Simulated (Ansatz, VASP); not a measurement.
# Two plane-wave programs on V3F

```xyz
4
Lattice="0.0000 2.9568 2.9568 2.9568 0.0000 2.9568 2.9568 2.9568 0.0000" Properties=species:S:1:pos:R:3 pbc="T T T"
V     0.0000    0.0000    0.0000
V     1.4784    1.4784    1.4784
V     4.4351    4.4351    4.4351
F     2.9568    2.9568    2.9568
```

Alike in both runs: functional PBE; k mesh 6 × 6 × 6; occupations gaussian, width 0.1 eV; collinear spin.

Ansatz relaxed the structure, and its values are those at the end. VASP's run is a single point on that final structure, the one shown.

|  | VASP | Ansatz |
| --- | --- | --- |
| version | VASP 6.6.1 | Ansatz 0.2.0 |
| potentials or method | VASP PAW PBE potentials, release 64 (V_sv, F), cutoff 520 eV | scalar-relativistic, plane waves, PAW |
| valence electrons in the cell | 46 | 46 |

VASP gave:

- gap on the k mesh at the Fermi level (eV): none
- pressure (GPa): 0.2
- net moment per atom (μB): 0.23
- size of the moment on the site where the two differ most (μB): 0.43

Task: What did Ansatz give for the same quantities?

Result: gap on the k mesh at the Fermi level (eV): none; pressure (GPa): 0.1; net moment per atom (μB): 0.23; size of the moment on the site where the two differ most (μB): 0.40.

Site moments also hang on the region over which each program counts them. A gap of «none» marks a metal or a gap that the smearing closes. Ansatz's warnings: seeded moment not kept.
